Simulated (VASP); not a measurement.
# Ir (Fd-3m) in VASP: a series of runs

Ir is run at these levels: PBEsol; tasks: single point, relaxation of cell and atoms.

Everything below comes from runs of VASP 6.6.1. Logs are shortened: lines on timing, memory, paths and dates and some standing lists are left out, and cuts for length are marked.

### Step 1. The cell of the first run

It takes space group Fd-3m (No. 227, cubic). The conventional cell has a = 5.509 Å, b = 5.509 Å, c = 5.509 Å, α = 90.00°, β = 90.00°, γ = 90.00°. Within 3.2 Å of Ir (site symmetry -43m) lie 4 Ir at 2.39 Å.

### Step 2. Single point, PBEsol

Contents of INCAR:

```
SYSTEM = Ir
PREC = Accurate
ENCUT = 520
EDIFF = 1E-7
ISMEAR = 0
SIGMA = 0.1
LREAL = .False.
LASPH = .True.
NELM = 100
ALGO = Normal
ISIF = 2
LWAVE = .False.
LCHARG = .True.
GGA = PS
LELF = .True.
LVHAR = .True.
NBANDS = 16
```

Contents of KPOINTS:

```
regular mesh
0
Gamma
  6 6 6
  0 0 0
```

Contents of POSCAR:

```
Ir
1.0
    0.0000000000      2.7547385723      2.7547385723
    2.7547385723      0.0000000000      2.7547385723
    2.7547385723      2.7547385723      0.0000000000
Ir
2
Direct
    0.0000000000      0.0000000000      0.0000000000
    0.2500000000      0.2500000000      0.2500000000
```

Potentials or basis: VASP PAW PBE potentials, release 64 (Ir).

On the command line:

```
$ cat potpaw_PBE.64/Ir/POTCAR > POTCAR
$ mpirun -np 1 vasp_std > vasp.out
```

OUTCAR:

```text
SYSTEM = Ir
   PREC = Accurate
   ENCUT = 520
   EDIFF = 1E-7
   ISMEAR = 0
   LREAL = .False.
   LASPH = .True.
   NELM = 100
   ISIF = 2
   GGA = PS

 ion  position               nearest neighbor table
   1  0.000  0.000  0.000-   2 2.39   2 2.39   2 2.39   2 2.39
   2  0.250  0.250  0.250-   1 2.39   1 2.39   1 2.39   1 2.39

  LATTYP: Found a face centered cubic cell.
 ALAT       =     5.5094771446

  Lattice vectors:

 A1 = (   0.0000000000,   2.7547385723,   2.7547385723)
 A2 = (   2.7547385723,   0.0000000000,   2.7547385723)
 A3 = (   2.7547385723,   2.7547385723,   0.0000000000)

Analysis of symmetry for initial positions (statically):
=====================================================================
 Subroutine PRICEL returns:
 Original cell was already a primitive cell.

 Routine SETGRP: Setting up the symmetry group for a
 face centered cubic supercell.

 Subroutine GETGRP returns: Found 48 space group operations
 (whereof 24 operations were pure point group operations)
 out of a pool of 48 trial point group operations.

The static configuration has the point symmetry T_d .
 The point group associated with its full space group is O_h .

Analysis of symmetry for dynamics (positions and initial velocities):
=====================================================================
 Subroutine PRICEL returns:
 Original cell was already a primitive cell.

 Routine SETGRP: Setting up the symmetry group for a
 face centered cubic supercell.

 Subroutine GETGRP returns: Found 48 space group operations
 (whereof 24 operations were pure point group operations)
 out of a pool of 48 trial point group operations.

The dynamic configuration has the point symmetry T_d .
 The point group associated with its full space group is O_h .

 Subroutine INISYM returns: Found 48 space group operations
 (whereof 24 operations are pure point group operations),
 and found     1 'primitive' translations

----------------------------------------------------------------------------------------

                                     Primitive cell

  volume of cell :      41.8091

  direct lattice vectors                    reciprocal lattice vectors
     0.000000000  2.754738572  2.754738572    -0.181505427  0.181505427  0.181505427
     2.754738572  0.000000000  2.754738572     0.181505427 -0.181505427  0.181505427
     2.754738572  2.754738572  0.000000000     0.181505427  0.181505427 -0.181505427

  length of vectors
     3.895788650  3.895788650  3.895788650     0.314376621  0.314376621  0.314376621

  position of ions in fractional coordinates (direct lattice)
     0.000000000  0.000000000  0.000000000
     0.250000000  0.250000000  0.250000000

  ion indices of the primitive-cell ions
   primitive index   ion index
                 1           1
                 2           2

----------------------------------------------------------------------------------------

 KPOINTS: regular mesh

Automatic generation of k-mesh.
 Grid dimensions read from file:
 generate k-points for:    6    6    6

 Generating k-lattice:

  Cartesian coordinates                     Fractional coordinates (reciprocal lattice)
    -0.030250904  0.030250904  0.030250904     0.166666667  0.000000000  0.000000000
     0.030250904 -0.030250904  0.030250904     0.000000000  0.166666667  0.000000000
     0.030250904  0.030250904 -0.030250904     0.000000000  0.000000000  0.166666667

  Length of vectors
     0.052396103  0.052396103  0.052396103

  Shift w.r.t. Gamma in fractional coordinates (k-lattice)
     0.000000000  0.000000000  0.000000000

 Subroutine IBZKPT returns following result:
 ===========================================

 Found     16 irreducible k-points:

 Following reciprocal coordinates:
            Coordinates               Weight
  0.000000  0.000000  0.000000      1.000000
  0.166667  0.000000  0.000000      8.000000
  0.333333  0.000000  0.000000      8.000000
  0.500000  0.000000  0.000000      4.000000
  0.166667  0.166667  0.000000      6.000000
  0.333333  0.166667  0.000000     24.000000
[... 8 lines left out ...]
 -0.333333  0.333333  0.166667     24.000000
 -0.333333  0.500000  0.166667     12.000000
   k-points           NKPTS =     16   k-points in BZ     NKDIM =     16   number of bands    NBANDS=     16
   number of dos      NEDOS =    301   number of ions     NIONS =      2
   total plane-waves  NPLWV =  27000
   dimension x,y,z NGX =    30 NGY =   30 NGZ =   30
   dimension x,y,z NGXF=    60 NGYF=   60 NGZF=   60
   ions per type =               2
   NGX,Y,Z   is equivalent  to a cutoff of  12.80, 12.80, 12.80 a.u.
   NGXF,Y,Z  is equivalent  to a cutoff of  25.60, 25.60, 25.60 a.u.
 SYSTEM =  Ir
   PREC   = accura    normal or accurate (medium, high low for compatibility)
   ISTART =      0    job   : 0-new  1-cont  2-samecut
   ICHARG =      2    charge: 1-file 2-atom 10-const
   ISPIN  =      1    spin polarized calculation?
   LNONCOLLINEAR =      F non collinear calculations
   LSORBIT =      F    spin-orbit coupling
   LASPH  =      T    aspherical Exc in radial PAW
   ENCUT  =  520.0 eV  38.22 Ry    6.18 a.u.   7.24  7.24  7.24*2*pi/ulx,y,z
   NELM   =    100;   NELMIN=  2; NELMDL= -5     # of ELM steps
   EDIFF  = 0.1E-06   stopping-criterion for ELM
   LREAL  =      F    real-space projection
   EDIFFG = 0.1E-05   stopping-criterion for IOM
   NSW    =      0    number of steps for IOM
   IBRION =     -1    ionic relax: 0-MD 1-quasi-New 2-CG
   NFREE  =      0    steps in history (QN), initial steepest desc. (CG)
   ISIF   =      2    stress and relaxation
   ISYM   =      2    0-nonsym 1-usesym 2-fastsym
   POTIM  = 0.5000    time-step for ionic-motion
   TEBEG  =    0.0;   TEEND  =   0.0 temperature during run
   PSTRESS=    0.0 pullay stress
   NELECT =      18.0000    total number of electrons
   NUPDOWN=      -1.0000    fix difference up-down
   EMIN   =  10.00;   EMAX   =-10.00  energy-range for DOS
   EFERMI =   0.00;   METHOD = LEGACY
   ISMEAR =     0;   SIGMA  =   0.10  broadening in eV -4-tet -1-fermi 0-gaus
   EFERMI_NEDOS =   21; number of points for ismear=-14 and -15
   IALGO  =     38    algorithm
   IMIX   =      4    mixing-type and parameters
     AMIX     =   0.40;   BMIX     =  1.00
     AMIX_MAG =   1.60;   BMIX_MAG =  1.00
  volume/ion in A,a.u.               =      20.90       141.07
  Fermi-wavevector in a.u.,A,eV,Ry     =   1.236162  2.336007 20.791004  1.528096
  Thomas-Fermi vector in A             =   2.370782
   LORBIT       =      0    0 simple, 1 ext, 2 COOP (PROOUT), +10 PAW based schemes
   GGA     = PS    functional components
   LHFCALC =     F    Hartree Fock is set to
   AEXX    =    0.0000 exact exchange contribution
   IVDW    =     0    specifies the selected vdW correction
   LEPSILON=     F    determine dielectric tensor
   LRPA    =     F    only Hartree local field effects (RPA)
 non-spin polarized calculation
 Gauss-broadening in eV      SIGMA  =   0.10
  energy-cutoff  :      520.00
  volume of cell :       41.81
 maximum number of plane-waves:      1158
 NGX is ok and might be reduce to    30
   NGX = 15   NGY = 15   NGZ = 15

 number of electron      18.0000001 magnetization

 Free energy of the ion-electron system (eV)
  ---------------------------------------------------
  ext. energy  EPLUGINS =         0.00000000
  ---------------------------------------------------
  free energy    TOTEN  =       -17.23924787 eV

  energy without entropy =      -17.22629924  energy(sigma->0) =      -17.23277356

 E-fermi :   5.3800     XC(G=0): -11.4913

 val. band max:        5.3648274953   @ k =  -0.3333   0.3333   0.0000
 cond. band min:       5.5902249693   @ k =  -0.1667   0.1667   0.0000
 fundamental gap:      0.2253974740
 Fermi energy:         5.3799538798

 k-point     1 :       0.0000    0.0000    0.0000
  band No.  band energies     occupation
      1      -2.8628      2.00000
      2       0.1584      2.00000
      3       0.1584      2.00000
      4       0.5889      2.00000
      5       0.5889      2.00000
      6       0.5889      2.00000
[... 8 lines left out ...]
     15      17.9272      0.00000
     16      17.9272      0.00000

 k-point     2 :       0.1667    0.0000    0.0000
  band No.  band energies     occupation
      1      -2.3829      2.00000
      2      -0.0422      2.00000
      3      -0.0422      2.00000
      4       0.5360      2.00000
      5       0.9413      2.00000
      6       0.9413      2.00000
[... 8 lines left out ...]
     15      16.7212      0.00000
     16      17.9258      0.00000

 k-point     3 :       0.3333    0.0000    0.0000
  band No.  band energies     occupation
      1      -1.2652      2.00000
      2       0.0144      2.00000
      3       0.0144      2.00000
      4       0.4189      2.00000
      5       0.9553      2.00000
      6       0.9553      2.00000
[... 8 lines left out ...]
     15      15.1495      0.00000
     16      18.9065      0.00000

 k-point     4 :       0.5000    0.0000    0.0000
  band No.  band energies     occupation
      1      -0.5945      2.00000
      2       0.2476      2.00000
      3       0.3600      2.00000
      4       0.3600      2.00000
      5       0.5351      2.00000
      6       0.5351      2.00000
[... 8 lines left out ...]
     15      15.0051      0.00000
     16      18.8748      0.00000

 k-point     5 :       0.1667    0.1667    0.0000
  band No.  band energies     occupation
      1      -2.2064      2.00000
      2      -0.4260      2.00000
      3       0.4902      2.00000
      4       0.5639      2.00000
      5       0.5639      2.00000
      6       1.3145      2.00000
[... 8 lines left out ...]
     15      15.7565      0.00000
     16      16.3332      0.00000

 k-point     6 :       0.3333    0.1667    0.0000
  band No.  band energies     occupation
      1      -1.2389      2.00000
      2      -0.5384      2.00000
      3       0.3834      2.00000
      4       0.4534      2.00000
      5       0.8278      2.00000
      6       1.5630      2.00000
[... 8 lines left out ...]
     15      15.3018      0.00000
     16      17.8536      0.00000

 k-point     7 :       0.5000    0.1667    0.0000
  band No.  band energies     occupation
      1      -0.4166      2.00000
      2      -0.3361      2.00000
      3       0.2177      2.00000
      4       0.2432      2.00000
      5       1.0511      2.00000
      6       1.1987      2.00000
[... 8 lines left out ...]
     15      15.3867      0.00000
     16      19.8488      0.00000

 k-point     8 :      -0.3333    0.1667    0.0000
  band No.  band energies     occupation
      1      -0.6595      2.00000
      2      -0.1822      2.00000
      3      -0.0508      2.00000
      4       0.5043      2.00000
      5       0.6726      2.00000
      6       1.5441      2.00000
[... 8 lines left out ...]
     15      15.6245      0.00000
     16      19.0296      0.00000

 k-point     9 :      -0.1667    0.1667    0.0000
  band No.  band energies     occupation
      1      -1.6628      2.00000
      2      -0.3269      2.00000
      3       0.2394      2.00000
      4       0.3484      2.00000
      5       0.7982      2.00000
      6       1.5108      2.00000
[... 8 lines left out ...]
     15      16.2777      0.00000
     16      17.8394      0.00000

 k-point    10 :       0.3333    0.3333    0.0000
  band No.  band energies     occupation
      1      -0.7653      2.00000
      2      -0.4460      2.00000
      3       0.4574      2.00000
      4       0.4574      2.00000
      5       0.8324      2.00000
      6       1.4398      2.00000
[... 8 lines left out ...]
     15      15.0286      0.00000
     16      16.1783      0.00000

 k-point    11 :       0.5000    0.3333    0.0000
  band No.  band energies     occupation
      1      -0.6765      2.00000
      2      -0.1090      2.00000
      3       0.3124      2.00000
      4       0.3170      2.00000
      5       1.3148      2.00000
      6       1.9613      2.00000
[... 8 lines left out ...]
     15      15.6272      0.00000
     16      17.4879      0.00000

 k-point    12 :      -0.3333    0.3333    0.0000
  band No.  band energies     occupation
      1      -0.6785      2.00000
      2       0.0023      2.00000
      3       0.1114      2.00000
      4       0.3070      2.00000
      5       1.1291      2.00000
      6       2.2812      2.00000
[... 8 lines left out ...]
     15      15.9115      0.00000
     16      20.5113      0.00000

 k-point    13 :       0.5000    0.5000    0.0000
  band No.  band energies     occupation
      1      -0.4183      2.00000
      2      -0.4183      2.00000
      3       0.3847      2.00000
      4       0.3847      2.00000
      5       1.6150      2.00000
      6       1.6150      2.00000
[... 8 lines left out ...]
     15      15.6281      0.00000
     16      15.6281      0.00000

 k-point    14 :       0.5000    0.3333    0.1667
  band No.  band energies     occupation
      1      -0.5559      2.00000
      2      -0.4199      2.00000
      3      -0.0214      2.00000
      4       0.5857      2.00000
      5       1.1006      2.00000
      6       1.9336      2.00000
[... 8 lines left out ...]
     15      16.6601      0.00000
     16      18.0589      0.00000

 k-point    15 :      -0.3333    0.3333    0.1667
  band No.  band energies     occupation
      1      -0.5658      2.00000
      2      -0.4018      2.00000
      3       0.2760      2.00000
      4       0.5009      2.00000
      5       1.4318      2.00000
      6       1.7099      2.00000
[... 8 lines left out ...]
     15      17.0888      0.00000
     16      19.6047      0.00000

 k-point    16 :      -0.3333    0.5000    0.1667
  band No.  band energies     occupation
      1      -0.5520      2.00000
      2      -0.5520      2.00000
      3       0.5144      2.00000
      4       0.5144      2.00000
      5       1.9044      2.00000
      6       1.9044      2.00000
[... 8 lines left out ...]
     15      17.5838      0.00000
     16      17.5838      0.00000

------------------------ aborting loop because EDIFF is reached ----------------------------------------

  FORCE on cell =-STRESS in cart. coord.  units (eV):
  Direction    XX          YY          ZZ          XY          YZ          ZX
  --------------------------------------------------------------------------------------
  -------------------------------------------------------------------------------------
  Total       -0.0760027     -0.0760027     -0.0760027      0.0000000      0.0000000     -0.0000000
  in kB       -2.9125150     -2.9125150     -2.9125150      0.0000000      0.0000000     -0.0000000
  external PRESSURE =      -2.9125150 kB  Pullay stress =       0.0000000 kB

 VOLUME and BASIS-vectors are now :
 -----------------------------------------------------------------------------
  energy-cutoff  :      520.00
  volume of cell :       41.81
      direct lattice vectors                 reciprocal lattice vectors
     0.000000000  2.754738572  2.754738572    -0.181505427  0.181505427  0.181505427
     2.754738572  0.000000000  2.754738572     0.181505427 -0.181505427  0.181505427
     2.754738572  2.754738572  0.000000000     0.181505427  0.181505427 -0.181505427

 POSITION                                       TOTAL-FORCE (eV/Angst)
 -----------------------------------------------------------------------------------
      0.00000      0.00000      0.00000         0.000000      0.000000     -0.000000
      1.37737      1.37737      1.37737        -0.000000     -0.000000      0.000000
 -----------------------------------------------------------------------------------
    total drift:                                0.000000     -0.000000      0.000000

  FREE ENERGIE OF THE ION-ELECTRON SYSTEM (eV)
  ---------------------------------------------------
  free  energy   TOTEN  =       -17.2392478727 eV

  energy  without entropy=      -17.2262992377  energy(sigma->0) =      -17.23277356
```

It took 13 s on 1 thread of Intel Xeon 6975P-C, shared host; peak memory 0.17 GiB.

Results:

```
Free energy            : -17.2392 eV
Pressure               : -0.3 GPa
Band gap on the k mesh : zero (band 9 reaches 6.34 eV, above the bottom of band 10 at 4.94 eV)
```

Levels at points of the mesh, in eV from the Fermi level:
| k point | band 5 | band 6 | band 7 | band 8 | band 9 | band 10 | band 11 | band 12 | band 13 | band 14 |
| --- | --- | --- | --- | --- | --- | --- | --- | --- | --- | --- |
| (0.00, 0.00, 0.00) | -4.79 | -4.79 | -1.79 | -1.79 | -1.79 | 0.90 | 0.90 | 10.90 | 10.97 | 12.55 |
| (0.50, 0.00, 0.00) | -4.84 | -4.84 | -2.08 | -0.99 | -0.99 | 0.31 | 0.31 | 1.52 | 8.92 | 8.92 |
| (0.50, 0.50, 0.00) | -3.76 | -3.76 | -2.52 | -2.52 | 0.64 | 0.64 | 2.04 | 2.04 | 3.74 | 3.74 |

Caveat: the PAW data sets were made with another functional, which shifts forces and pressure a little; spin-orbit coupling is left out, which moves the levels of the heavy elements.

[end of part 1 of 2]
